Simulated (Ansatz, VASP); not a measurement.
Eu in VASP and in Ansatz

The input POSCAR:

```
Eu
1.0
   -2.2559868084      2.2559868084      2.2559868084
    2.2559868084     -2.2559868084      2.2559868084
    2.2559868084      2.2559868084     -2.2559868084
Eu
1
Direct
    0.0000000000      0.0000000000      0.0000000000
```

File INCAR.step1:

```
SYSTEM = Eu
  PREC = Accurate
  ENCUT = 520
  ISMEAR = -1
  SIGMA = 0.05
  LREAL = .FALSE.
  LASPH = .TRUE.
  NELM = 150
  ISPIN = 2
  MAGMOM = 7
  LMAXMIX = 6
  NBANDS = 18
  GGA = PE
  ALGO = Normal
  EDIFF = 1E-4
  LWAVE = .TRUE.
  LCHARG = .FALSE.
```

The input INCAR.step2:

```
SYSTEM = Eu
  PREC = Accurate
  ENCUT = 520
  EDIFF = 1E-6
  ISMEAR = -1
  SIGMA = 0.05
  LREAL = .FALSE.
  LASPH = .TRUE.
  NELM = 150
  ALGO = Normal
  ISIF = 2
  LWAVE = .FALSE.
  LCHARG = .FALSE.
  ISPIN = 2
  MAGMOM = 7
  LORBIT = 11
  LMAXMIX = 6
  METAGGA = R2SCAN
  LMIXTAU = .TRUE.
  NBANDS = 18
  ISTART = 1
```

Contents of KPOINTS:

```
Automatic mesh
0
G
  8 8 8
  0 0 0
```

input.yaml

```yaml
crystal:
  lattice:
    - [-2.2559868084, 2.2559868084, 2.2559868084]
    - [2.2559868084, -2.2559868084, 2.2559868084]
    - [2.2559868084, 2.2559868084, -2.2559868084]
  atoms:
    - { symbol: Eu, position: [0.0, 0.0, 0.0], spin: 7.0 }
hamiltonian:
  xc: r2scan
  pseudopotentials: { kind: paw }
magnetization:
  spin_polarized: true
kpoints:
  mp_grid: { grid: [8, 8, 8] }
scf:
  occupations: { method: fermi_dirac, width: 0.05 }
output:
  forces: true
  stress: true
  eigenvalues: true
```

Alike in both runs: task single point; functional r2SCAN; k mesh 8 × 8 × 8; occupations fermi-dirac, width 0.05 eV; collinear spin.

|  | VASP | Ansatz |
| --- | --- | --- |
| version | VASP 6.6.1 | Ansatz 0.2.0 |
| potentials or method | VASP PAW PBE potentials, release 64 (Eu) | Ansatz PAW |
| plane-wave cutoff (eV) | 520 | 500 |
| valence electrons in the cell | 17 | 17 |

|  | VASP | Ansatz | Ansatz less VASP |
| --- | --- | --- | --- |
| gap on the k mesh at the Fermi level (eV) | none | none | - |
| pressure (GPa) | -0.9 | -0.6 | +0.33 |
| net moment per atom (μB) | 7.77 | 7.79 | +0.018 |
| size of the moment on the site where the two differ most (μB) | 6.71 | 7.28 | +0.576 |

VASP's potentials were made for PBE, not for r2SCAN. Site moments also hang on the region over which each program counts them. A gap of «none» marks a metal or a gap that the smearing closes.

Neither program's run includes spin-orbit coupling. Noted on Ansatz's run: the magnetic or orbital state may not be the lowest.
